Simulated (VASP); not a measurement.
SrO: single point with PBEsol

The system is SrO.

```
Sr O
1.0
     3.53662    0.00000    0.00000
    -1.76831    3.06280    0.00000
     0.00000    0.00000    6.21300
Sr O
2 2
Cartesian
  0.0000 0.0000 0.0000
  0.0000 0.0000 3.1065
  0.0200 2.0419 1.5533
  1.7683 1.0209 4.6598
```

This cell differs from its parent crystal: atom 3 (O) moved 0.02 Å along x.

```yaml
Program: VASP 6.6.1
Task: single point
Functional: PBEsol
Potentials_or_basis: VASP PAW PBE potentials, release 64 (Sr_sv, O)
Cutoff: 520 eV
k_mesh: 10 × 10 × 6
Occupations: gaussian, width 0.05 eV
Spin: no spin polarisation
```

```yaml
Pressure: 0.7 GPa
Largest_force: 0.062 eV/Å
Band_gap_on_the_k_mesh: 3.33 eV, direct
```

Forces on the atoms (eV/Å):
```
Sr   0.021  0.001 -0.002
Sr   0.021  0.001  0.002
O   -0.062 -0.002  0.000
O    0.021  0.000  0.000
```

Stress tensor (GPa, compression positive):
```
0.64 0.10 0.00
0.10 0.64 0.00
0.00 0.00 0.85
```

Levels at points of the mesh, in eV from the valence-band top:
```csv
k point,band 14,band 15,band 16,band 17,band 18,band 19
"(0.00, 0.00, 0.00)",-0.14,0.00,0.00,3.33,4.34,6.56
"(0.50, 0.00, 0.00)",-0.54,-0.25,-0.09,3.54,5.68,6.91
"(0.00, 0.50, 0.00)",-0.55,-0.25,-0.09,3.55,5.70,6.91
"(0.50, 0.50, 0.00)",-0.57,-0.25,-0.09,3.56,5.73,6.92
"(0.00, 0.00, 0.50)",-0.56,-0.56,-0.55,5.34,5.34,6.52
"(0.50, 0.00, 0.50)",-0.87,-0.64,-0.63,4.77,4.78,8.23
"(0.00, 0.50, 0.50)",-0.87,-0.64,-0.64,4.79,4.79,8.23
"(0.50, 0.50, 0.50)",-0.87,-0.65,-0.64,4.81,4.81,8.22
```

Run time: 9.5 min on 1 thread of AMD EPYC 7R13 (shared host), peak memory 0.37 GiB.

Caveat: the cell differs from its parent crystal (atom 3 (O) moved 0.02 Å along x); the PAW data sets were made with another functional, which shifts forces and pressure a little. A k mesh can miss the band edges.
